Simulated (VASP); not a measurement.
# SnTe (I-4m2) in VASP: notebook

SnTe is run at these levels: r2SCAN; tasks: single point.

Program: VASP 6.6.1. These are calculated values, not measurements. Logs are shortened: lines on timing, memory, paths and dates and some standing lists are left out, and cuts for length are marked.

## Step 1: The cell of the first run

It takes space group I-4m2 (No. 119, tetragonal). The conventional cell has a = 5.107 Å, b = 5.107 Å, c = 7.174 Å, α = 90.00°, β = 90.00°, γ = 90.00°. Sn (site symmetry -4m2) has 4 Te at 3.12 Å within 4.1 Å. Within 4.1 Å of Te (site symmetry -4m2) lie 4 Sn at 3.12 Å.

## Step 2: Single point, r2SCAN

The input, POSCAR:

```
SnTe
1.0
    0.0000000000      3.6111460000      3.5870716933
    3.6111460000      0.0000000000      3.5870716933
    3.6111460000      3.6111460000      0.0000000000
Sn Te
1 1
Direct
    0.0000000000      0.0000000000      0.0000000000
    0.7500000000      0.7500000000      0.7500000000
```

The input, INCAR.step1:

```
SYSTEM = SnTe
PREC = Accurate ; ENCUT = 520
ISMEAR = -1 ; SIGMA = 0.05
LREAL = .FALSE. ; LASPH = .TRUE.
NELM = 60 ; NBANDS = 17
GGA = PE ; ALGO = Normal
EDIFF = 1E-4 ; LWAVE = .TRUE.
LCHARG = .FALSE.
```

The input, INCAR.step2:

```
SYSTEM = SnTe
PREC = Accurate ; ENCUT = 520
EDIFF = 1E-7 ; ISMEAR = -1
SIGMA = 0.05 ; LREAL = .FALSE.
LASPH = .TRUE. ; NELM = 60
ALGO = Normal ; ISIF = 2
LWAVE = .FALSE. ; LCHARG = .FALSE.
METAGGA = R2SCAN ; LMIXTAU = .TRUE.
NBANDS = 17 ; ISTART = 1
```

The input, KPOINTS:

```
Automatic mesh
0
G
  6 6 6
  0 0 0
```

Potentials or basis: VASP PAW PBE potentials, release 64 (Sn_d, Te).

Run with:

```
$ cat potpaw_PBE.64/Sn_d/POTCAR potpaw_PBE.64/Te/POTCAR > POTCAR
$ cp INCAR.step1 INCAR
$ mpirun -np 1 vasp_std > vasp.out
$ cp INCAR.step2 INCAR
$ mpirun -np 1 vasp_std > vasp.out
```

OUTCAR:

```text
SYSTEM = SnTe
   PREC = Accurate
   ENCUT = 520
   EDIFF = 1E-7
   ISMEAR = -1
   LREAL = .FALSE.
   LASPH = .TRUE.
   NELM = 60
   ISIF = 2
   METAGGA = R2SCAN
   ISTART = 1

 ion  position               nearest neighbor table
   1  0.000  0.000  0.000-   2 3.12   2 3.12   2 3.12   2 3.12
   2  0.750  0.750  0.750-   1 3.12   1 3.12   1 3.12   1 3.12

  LATTYP: Found a body centered tetragonal cell.
 ALAT       =     5.1069316489
 C/A-ratio  =     1.4047854719

  Lattice vectors:

 A1 = (   0.0000000000,  -3.6111460000,  -3.5870716933)
 A2 = (   0.0000000000,   3.6111460000,  -3.5870716933)
 A3 = (   3.6111460000,   0.0000000000,   3.5870716933)

Analysis of symmetry for initial positions (statically):
=====================================================================
 Subroutine PRICEL returns:
 Original cell was already a primitive cell.

 Routine SETGRP: Setting up the symmetry group for a
 body centered tetragonal supercell.

 Subroutine GETGRP returns: Found  8 space group operations
 (whereof  8 operations were pure point group operations)
 out of a pool of 16 trial point group operations.

The static configuration has the point symmetry D_2d.

Analysis of symmetry for dynamics (positions and initial velocities):
=====================================================================
 Subroutine PRICEL returns:
 Original cell was already a primitive cell.

 Routine SETGRP: Setting up the symmetry group for a
 body centered tetragonal supercell.

 Subroutine GETGRP returns: Found  8 space group operations
 (whereof  8 operations were pure point group operations)
 out of a pool of 16 trial point group operations.

The dynamic configuration has the point symmetry D_2d.

 Subroutine INISYM returns: Found  8 space group operations
 (whereof  8 operations are pure point group operations),
 and found     1 'primitive' translations

----------------------------------------------------------------------------------------

                                     Primitive cell

  volume of cell :      93.5535

  direct lattice vectors                    reciprocal lattice vectors
     0.000000000  3.611146000  3.587071693    -0.138460201  0.138460201  0.139389464
     3.611146000  0.000000000  3.587071693     0.138460201 -0.138460201  0.139389464
     3.611146000  3.611146000  0.000000000     0.138460201  0.138460201 -0.139389464

  length of vectors
     5.089937010  5.089937010  5.106931649     0.240357810  0.240357810  0.240357810

  position of ions in fractional coordinates (direct lattice)
     0.000000000  0.000000000  0.000000000
     0.750000000  0.750000000  0.750000000

  ion indices of the primitive-cell ions
   primitive index   ion index
                 1           1
                 2           2

----------------------------------------------------------------------------------------

 KPOINTS: Automatic mesh

Automatic generation of k-mesh.
 Grid dimensions read from file:
 generate k-points for:    6    6    6

 Generating k-lattice:

  Cartesian coordinates                     Fractional coordinates (reciprocal lattice)
    -0.023076700  0.023076700  0.023231577     0.166666667  0.000000000  0.000000000
     0.023076700 -0.023076700  0.023231577     0.000000000  0.166666667  0.000000000
     0.023076700  0.023076700 -0.023231577     0.000000000  0.000000000  0.166666667

  Length of vectors
     0.040059635  0.040059635  0.040059635

  Shift w.r.t. Gamma in fractional coordinates (k-lattice)
     0.000000000  0.000000000  0.000000000

 Subroutine IBZKPT returns following result:
 ===========================================

 Found     30 irreducible k-points:

 Following reciprocal coordinates:
            Coordinates               Weight
  0.000000  0.000000  0.000000      1.000000
  0.166667  0.000000  0.000000      8.000000
  0.333333  0.000000  0.000000      8.000000
  0.500000  0.000000  0.000000      4.000000
  0.166667  0.166667  0.000000      2.000000
  0.333333  0.166667  0.000000      8.000000
[... 16 lines left out ...]
  0.333333  0.000000  0.333333      4.000000
  0.500000  0.000000  0.333333     16.000000
 [... further k-points ...]
   k-points           NKPTS =     30   k-points in BZ     NKDIM =     30   number of bands    NBANDS=     17
   number of dos      NEDOS =    301   number of ions     NIONS =      2
   total plane-waves  NPLWV =  64000
   dimension x,y,z NGX =    40 NGY =   40 NGZ =   40
   dimension x,y,z NGXF=    80 NGYF=   80 NGZF=   80
   ions per type =               1   1
   NGX,Y,Z   is equivalent  to a cutoff of  13.06, 13.06, 13.02 a.u.
   NGXF,Y,Z  is equivalent  to a cutoff of  26.13, 26.13, 26.04 a.u.
 SYSTEM =  SnTe
   PREC   = accura    normal or accurate (medium, high low for compatibility)
   ISTART =      1    job   : 0-new  1-cont  2-samecut
   ICHARG =      0    charge: 1-file 2-atom 10-const
   ISPIN  =      1    spin polarized calculation?
   LNONCOLLINEAR =      F non collinear calculations
[... 26 lines left out ...]
  Fermi-wavevector in a.u.,A,eV,Ry     =   0.978884  1.849823 13.037304  0.958215
  Thomas-Fermi vector in A             =   2.109695
   LORBIT       =      0    0 simple, 1 ext, 2 COOP (PROOUT), +10 PAW based schemes
   METAGGA = R2SCAN    functional components
   LHFCALC =     F    Hartree Fock is set to
   AEXX    =    0.0000 exact exchange contribution
   IVDW    =     0    specifies the selected vdW correction
   LEPSILON=     F    determine dielectric tensor
   LRPA    =     F    only Hartree local field effects (RPA)
 non-spin polarized calculation
  energy-cutoff  :      520.00
  volume of cell :       93.55
 maximum number of plane-waves:      2557
 NGX is ok and might be reduce to    40
   NGX = 19   NGY = 19   NGZ = 19

 number of electron      20.0000001 magnetization

 Free energy of the ion-electron system (eV)
  ---------------------------------------------------
  ext. energy  EPLUGINS =         0.00000000
  ---------------------------------------------------
  free energy    TOTEN  =       -50.06573029 eV

  energy without entropy =      -50.06477379  energy(sigma->0) =      -50.06525204

 E-fermi :   3.1764     XC(G=0):  -7.9814

 val. band max:        2.9903772612   @ k =  -0.3333   0.1667   0.5000
 cond. band min:       3.2982779332   @ k =   0.5000   0.5000   0.0000
 fundamental gap:      0.3079006721
 Fermi energy:         3.1763693382

 k-point     1 :       0.0000    0.0000    0.0000
  band No.  band energies     occupation
      1     -19.4021      2.00000
      2     -19.4021      2.00000
      3     -19.4017      2.00000
      4     -19.3887      2.00000
      5     -19.3883      2.00000
      6      -8.9500      2.00000
[... 9 lines left out ...]
     16       9.9715      0.00000
     17      11.0540      0.00000

 k-point     2 :       0.1667    0.0000    0.0000
  band No.  band energies     occupation
      1     -19.4024      2.00000
      2     -19.4017      2.00000
      3     -19.4014      2.00000
      4     -19.3887      2.00000
      5     -19.3882      2.00000
      6      -8.8246      2.00000
[... 9 lines left out ...]
     16       9.4061      0.00000
     17      10.5183      0.00000

 k-point     3 :       0.3333    0.0000    0.0000
  band No.  band energies     occupation
      1     -19.4031      2.00000
      2     -19.4009      2.00000
      3     -19.4006      2.00000
      4     -19.3886      2.00000
      5     -19.3881      2.00000
      6      -8.5322      2.00000
[... 9 lines left out ...]
     16       9.5329      0.00000
     17      10.7485      0.00000

 k-point     4 :       0.5000    0.0000    0.0000
  band No.  band energies     occupation
      1     -19.4035      2.00000
      2     -19.4005      2.00000
      3     -19.4002      2.00000
      4     -19.3886      2.00000
      5     -19.3880      2.00000
      6      -8.3559      2.00000
[... 9 lines left out ...]
     16      10.3987      0.00000
     17      10.4148      0.00000
[... 343 lines left out ...]
      1     -19.4050      2.00000
      2     -19.3996      2.00000
      3     -19.3988      2.00000
      4     -19.3893      2.00000
      5     -19.3876      2.00000
      6      -8.1063      2.00000
[... 9 lines left out ...]
     16      11.4012      0.00000
     17      11.5136      0.00000

 k-point    23 :       0.3333    0.0000    0.3333
  band No.  band energies     occupation
      1     -19.4051      2.00000
      2     -19.3996      2.00000
      3     -19.3992      2.00000
      4     -19.3890      2.00000
      5     -19.3878      2.00000
      6      -8.3750      2.00000
[... 9 lines left out ...]
     16      11.0650      0.00000
     17      12.9375      0.00000

 k-point    24 :       0.5000    0.0000    0.3333
  band No.  band energies     occupation
      1     -19.4054      2.00000
      2     -19.3992      2.00000
      3     -19.3989      2.00000
      4     -19.3890      2.00000
      5     -19.3878      2.00000
      6      -8.1811      2.00000
[... 9 lines left out ...]
     16      10.9374      0.00000
     17      12.2905      0.00000

 [... further k-points ...]

------------------------ aborting loop because EDIFF is reached ----------------------------------------

  FORCE on cell =-STRESS in cart. coord.  units (eV):
  Direction    XX          YY          ZZ          XY          YZ          ZX
  --------------------------------------------------------------------------------------
  -------------------------------------------------------------------------------------
  Total       -0.2480387     -0.2480387     -0.2484156      0.0000000      0.0000000     -0.0000000
  in kB       -4.2478565     -4.2478565     -4.2543115      0.0000000      0.0000000     -0.0000000
  external PRESSURE =      -4.2500082 kB  Pullay stress =       0.0000000 kB

 VOLUME and BASIS-vectors are now :
 -----------------------------------------------------------------------------
  energy-cutoff  :      520.00
  volume of cell :       93.55
      direct lattice vectors                 reciprocal lattice vectors
     0.000000000  3.611146000  3.587071693    -0.138460201  0.138460201  0.139389464
     3.611146000  0.000000000  3.587071693     0.138460201 -0.138460201  0.139389464
     3.611146000  3.611146000  0.000000000     0.138460201  0.138460201 -0.139389464

 POSITION                                       TOTAL-FORCE (eV/Angst)
 -----------------------------------------------------------------------------------
      0.00000      0.00000      0.00000        -0.000000     -0.000000      0.000000
      5.41672      5.41672      5.38061         0.000000      0.000000     -0.000000
 -----------------------------------------------------------------------------------
    total drift:                               -0.000002     -0.000002     -0.000002

  FREE ENERGIE OF THE ION-ELECTRON SYSTEM (eV)
  ---------------------------------------------------
  free  energy   TOTEN  =       -50.0657302850 eV

  energy  without entropy=      -50.0647737938  energy(sigma->0) =      -50.06525204
```

Run time: 5.7 min. Hardware: 1 thread of Intel Xeon 8259CL, shared host; peak memory 0.28 GiB.

What came out:

* Free energy: -50.0657 eV
* Pressure: -0.4 GPa
* Band gap on the k mesh: 0.31 eV (least direct gap 0.88 eV)

Caveat: semilocal functionals underestimate gaps, and a narrow one can read as zero; the PAW data sets were made with another functional, which shifts forces and pressure a little; spin-orbit coupling is left out, which moves the levels of the heavy elements.

## Step 3: Single point, r2SCAN

This run uses another cell than the first one, of 47.40 Å³/atom.

The input, POSCAR:

```
SnTe
1.0
    0.0000000000      3.6111460000      3.6352203067
    3.6111460000      0.0000000000      3.6352203067
    3.6111460000      3.6111460000      0.0000000000
Sn Te
1 1
Direct
    0.0000000000      0.0000000000      0.0000000000
    0.7500000000      0.7500000000      0.7500000000
```

The input, INCAR.step1:

```
SYSTEM = SnTe
  ALGO = Normal
  EDIFF = 1E-4
  ENCUT = 520
  GGA = PE
  ISMEAR = -1
  LASPH = .True.
  LCHARG = .False.
  LREAL = .False.
  LWAVE = .True.
  NBANDS = 17
  NELM = 80
  PREC = Accurate
  SIGMA = 0.05
```

The input, INCAR.step2:

```
SYSTEM = SnTe
  ALGO = Normal
  EDIFF = 1E-6
  ENCUT = 520
  ISIF = 2
  ISMEAR = -1
  ISTART = 1
  LASPH = .True.
  LCHARG = .False.
  LMIXTAU = .True.
  LREAL = .False.
  LWAVE = .False.
  METAGGA = R2SCAN
  NBANDS = 17
  NELM = 80
  PREC = Accurate
  SIGMA = 0.05
```

The input, KPOINTS:

```
k-points
0
Gamma
  6 6 6
  0 0 0
```

Potentials or basis: VASP PAW PBE potentials, release 64 (Sn_d, Te).

Run with:

```
$ cat potpaw_PBE.64/Sn_d/POTCAR potpaw_PBE.64/Te/POTCAR > POTCAR
$ cp INCAR.step1 INCAR
$ mpirun -np 1 vasp_std > vasp.out
$ cp INCAR.step2 INCAR
$ mpirun -np 1 vasp_std > vasp.out
```

Run time: 5.3 min. Hardware: 1 thread of Intel Xeon 8259CL, shared host; peak memory 0.28 GiB.

Results (log left out):

```yaml
Free_energy: -50.0614 eV
Pressure: -0.8 GPa
Band_gap_on_the_k_mesh: 0.35 eV (least direct gap 0.90 eV)
```

Levels at points of the mesh, in eV from the valence-band top:
```csv
k point,band 8,band 9,band 10,band 11,band 12,band 13
"(0.00, 0.00, 0.00)",-1.97,-1.94,-1.94,1.24,1.24,1.26
"(0.50, 0.00, 0.00)",-2.51,-2.48,-1.93,2.08,2.09,3.75
"(0.50, 0.50, 0.00)",-3.15,-3.15,-0.53,0.37,4.24,4.24
"(0.50, 0.00, 0.50)",-3.17,-3.17,-0.56,0.35,4.25,4.26
```

Caveat: semilocal functionals underestimate gaps, and a narrow one can read as zero; the PAW data sets were made with another functional, which shifts forces and pressure a little; spin-orbit coupling is left out, which moves the levels of the heavy elements.

## Step 4: Single point, r2SCAN

This run uses another cell than the first one, of 47.72 Å³/atom.

The input, POSCAR:

```
SnTe
1.0
    0.0000000000      3.6111460000      3.6592946133
    3.6111460000      0.0000000000      3.6592946133
    3.6111460000      3.6111460000      0.0000000000
Sn Te
1 1
Direct
    0.0000000000      0.0000000000      0.0000000000
    0.7500000000      0.7500000000      0.7500000000
```

The input, INCAR.step1:

```
PREC     = Accurate       # precision mode
ENCUT    = 520            # plane-wave cutoff, eV
ISMEAR   = -1             # smearing method
SIGMA    = 0.05           # smearing width, eV
LREAL    = False          # projectors in reciprocal space
LASPH    = True           # aspherical terms in the spheres
NELM     = 80             # most SCF steps
NBANDS   = 17             # bands
GGA      = PE             # functional
ALGO     = Normal         # electronic algorithm
EDIFF    = 1E-4           # SCF threshold, eV
LWAVE    = True           # write WAVECAR
LCHARG   = False          # write CHGCAR
```

The input, INCAR.step2:

```
PREC     = Accurate       # precision mode
ENCUT    = 520            # plane-wave cutoff, eV
EDIFF    = 1E-6           # SCF threshold, eV
ISMEAR   = -1             # smearing method
SIGMA    = 0.05           # smearing width, eV
LREAL    = False          # projectors in reciprocal space
LASPH    = True           # aspherical terms in the spheres
NELM     = 80             # most SCF steps
ALGO     = Normal         # electronic algorithm
ISIF     = 2              # what is computed and relaxed
LWAVE    = False          # write WAVECAR
LCHARG   = False          # write CHGCAR
METAGGA  = R2SCAN         # meta-GGA
LMIXTAU  = True         
NBANDS   = 17             # bands
ISTART   = 1
```

The input, KPOINTS:

```
regular mesh
0
Gamma
  6 6 6
```

Run with:

```
$ cat potpaw_PBE.64/Sn_d/POTCAR potpaw_PBE.64/Te/POTCAR > POTCAR
$ cp INCAR.step1 INCAR
$ mpirun -np 1 vasp_std > vasp.out
$ cp INCAR.step2 INCAR
$ mpirun -np 1 vasp_std > vasp.out
```

It took 4.9 min on 1 thread of Intel Xeon 8259CL, shared host; peak memory 0.28 GiB.

The run converged. Its results:

```
Free energy            : -50.0582 eV
Pressure               : -0.9 GPa
Band gap on the k mesh : 0.34 eV (least direct gap 0.90 eV)
```

Levels at points of the mesh, in eV from the valence-band top:
```tsv
k point	band 6	band 7	band 8	band 9	band 10	band 11	band 12	band 13	band 14	band 15
(0.00, 0.00, 0.00)	-11.83	-5.11	-1.98	-1.93	-1.93	1.23	1.23	1.27	4.43	6.87
(0.50, 0.00, 0.00)	-11.27	-7.09	-2.51	-2.46	-1.93	2.07	2.08	3.71	6.03	6.68
(0.50, 0.50, 0.00)	-11.04	-7.50	-3.12	-3.12	-0.52	0.38	4.20	4.20	5.79	6.73
(0.50, 0.00, 0.50)	-11.03	-7.47	-3.16	-3.16	-0.58	0.34	4.21	4.23	5.85	6.75
```

Caveat: semilocal functionals underestimate gaps, and a narrow one can read as zero; the PAW data sets were made with another functional, which shifts forces and pressure a little; spin-orbit coupling is left out, which moves the levels of the heavy elements. A k mesh can miss the band edges.

## Step 5: Single point, r2SCAN

This run uses another cell than the first one, of 48.03 Å³/atom.

The input, POSCAR:

```
SnTe
1.0
    0.0000000000      3.6111460000      3.6833689200
    3.6111460000      0.0000000000      3.6833689200
    3.6111460000      3.6111460000      0.0000000000
Sn Te
1 1
Direct
    0.0000000000      0.0000000000      0.0000000000
    0.7500000000      0.7500000000      0.7500000000
```

The input, INCAR.step1:

```
PREC = Accurate ; ENCUT = 520
ISMEAR = -1 ; SIGMA = 0.05
LREAL = False ; LASPH = True
NELM = 80 ; NBANDS = 17
GGA = PE ; ALGO = Normal
EDIFF = 1E-4 ; LWAVE = True
LCHARG = False
```

The input, INCAR.step2:

```
PREC = Accurate ; ENCUT = 520
EDIFF = 1E-7 ; ISMEAR = -1
SIGMA = 0.05 ; LREAL = False
LASPH = True ; NELM = 80
ALGO = Normal ; ISIF = 2
LWAVE = False ; LCHARG = False
METAGGA = R2SCAN ; LMIXTAU = True
NBANDS = 17 ; ISTART = 1
```

The input, KPOINTS:

```
Automatic mesh
0
Gamma
  6 6 6
```

Run with:

```
$ cat potpaw_PBE.64/Sn_d/POTCAR potpaw_PBE.64/Te/POTCAR > POTCAR
$ cp INCAR.step1 INCAR
$ mpirun -np 1 vasp_std > vasp.out
$ cp INCAR.step2 INCAR
$ mpirun -np 1 vasp_std > vasp.out
```

Wall time 6.5 min (1 thread of Intel Xeon 8259CL, shared host); peak memory 0.28 GiB.

The run converged. Its results:

| Item | Value |
| --- | --- |
| Free energy | -50.0544 eV |
| Pressure | -1.1 GPa |
| Band gap on the k mesh | 0.33 eV (least direct gap 0.90 eV) |

Levels at points of the mesh, in eV from the valence-band top:
| k point | band 6 | band 7 | band 8 | band 9 | band 10 | band 11 | band 12 | band 13 | band 14 | band 15 |
| --- | --- | --- | --- | --- | --- | --- | --- | --- | --- | --- |
| (0.00, 0.00, 0.00) | -11.81 | -5.14 | -1.99 | -1.91 | -1.91 | 1.21 | 1.21 | 1.28 | 4.42 | 6.82 |
| (0.50, 0.00, 0.00) | -11.25 | -7.09 | -2.51 | -2.43 | -1.94 | 2.06 | 2.07 | 3.67 | 6.01 | 6.65 |
| (0.50, 0.50, 0.00) | -11.03 | -7.50 | -3.09 | -3.09 | -0.51 | 0.39 | 4.15 | 4.15 | 5.75 | 6.68 |
| (0.50, 0.00, 0.50) | -11.02 | -7.46 | -3.15 | -3.15 | -0.59 | 0.33 | 4.17 | 4.20 | 5.83 | 6.72 |

Caveat: semilocal functionals underestimate gaps, and a narrow one can read as zero; the PAW data sets were made with another functional, which shifts forces and pressure a little; spin-orbit coupling is left out, which moves the levels of the heavy elements. A k mesh can miss the band edges.

## Step 6: Overview

| cell | gap on the mesh (eV) | pressure (GPa) |
| --- | --- | --- |
| a = 5.090, b = 5.090, c = 5.107 Å, angles 59.9, 59.9, 60.2°, 2 atoms | 0.31 | -0.4 |
| a = 5.124, b = 5.124, c = 5.107 Å, angles 60.1, 60.1, 59.8°, 2 atoms | 0.35 | -0.8 |
| a = 5.141, b = 5.141, c = 5.107 Å, angles 60.2, 60.2, 59.6°, 2 atoms | 0.34 | -0.9 |
| a = 5.158, b = 5.158, c = 5.107 Å, angles 60.3, 60.3, 59.3°, 2 atoms | 0.33 | -1.1 |

Alike in all rows: task single point; level r2SCAN; potentials or basis VASP PAW PBE potentials, release 64 (Sn_d, Te); no spin polarisation; k mesh 6 × 6 × 6; cutoff (eV) 520; smearing fermi-dirac 0.05 eV.

Caveats: semilocal functionals underestimate gaps, and a narrow one can read as zero; the PAW data sets were made with another functional, which shifts forces and pressure a little; spin-orbit coupling is left out, which moves the levels of the heavy elements.

Absolute energies hang on the potentials; compare differences alone.
